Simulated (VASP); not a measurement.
A run of VASP 6.6.1 is set up as follows.

File INCAR:

```
SYSTEM = CuSi16
PREC = Accurate
ENCUT = 520
EDIFF = 1E-6
ISMEAR = -1
SIGMA = 0.02
LREAL = Auto
LASPH = .TRUE.
NELM = 100
ALGO = Normal
ISIF = 2
LWAVE = .FALSE.
LCHARG = .TRUE.
GGA = PS
LELF = .TRUE.
LVHAR = .TRUE.
NELECT = 74.0
NBANDS = 52
```

File KPOINTS:

```
Automatic mesh
0
G
  2 2 2
  0 0 0
```

The input POSCAR:

```
CuSi16
1.0
    0.0000000000      5.4300000000      5.4300000000
    5.4300000000      0.0000000000      5.4300000000
    5.4300000000      5.4300000000      0.0000000000
Si Cu
16 1
Direct
    0.0069521179     -0.0186464088      0.0767495396
   -0.0836556169      0.3370810313      0.0969337017
   -0.2168508287      0.0071454880      0.4515469613
   -0.0828360958      0.0195027624      0.7842909761
   -0.4773388582      0.8807090239     -0.1212983425
   -0.0384069982      0.6605985267     -0.2633057090
    0.1576979742      0.1888950276      0.4111970534
    0.1272467772      0.4159208103      0.5333977901
    0.3246316759     -0.3200644567      0.2262154696
    0.6704327808     -0.1013167587      0.2731031308
    0.3633241252     -0.3272651934      0.6096408840
    0.3925414365     -0.4931123389      0.9862615101
    0.5384162063      0.2961510129      0.2732780847
    0.7145027624      0.4198987109      0.4513167587
    0.3134990792      0.2461141805      0.8093554328
    0.8253406998      0.3051749540      0.8876979742
    0.4939410681      0.1469981584      1.0023388582
```

Potentials or basis: VASP PAW PBE potentials, release 64 (Si, Cu).

The run is started by

```sh
$ cat potpaw_PBE.64/Si/POTCAR potpaw_PBE.64/Cu/POTCAR > POTCAR
$ mpirun -np 1 vasp_std > vasp.out
```

Q: Estimate the largest force.

A: 3.942 eV/Å.

Forces in eV/Å, atoms in the order of the input:
```
Si  -0.886  2.342 -0.229
Si   1.288  1.887  0.954
Si   0.075  0.942 -0.225
Si  -0.765 -0.374 -0.452
Si  -0.634  0.618  0.251
Si   0.409 -0.338  0.157
Si  -1.251 -0.894 -0.856
Si   1.370  0.729  0.909
Si   0.028 -0.292 -0.323
Si   0.187  0.093 -0.586
Si  -0.070  0.275 -0.328
Si  -0.583 -0.772  0.645
Si   0.494 -0.001 -0.192
Si  -0.735  0.190  0.055
Si   0.280 -2.454 -0.343
Si   0.202 -3.925  0.309
Cu   0.590  1.974  0.255
```

Caveat: the k points lie up to 0.50 Å⁻¹ apart; the cell carries a net charge on a neutralising background, which shifts energy and pressure; the atoms stand as in a frame of molecular dynamics; the PAW data sets were made with another functional, which shifts forces and pressure a little.
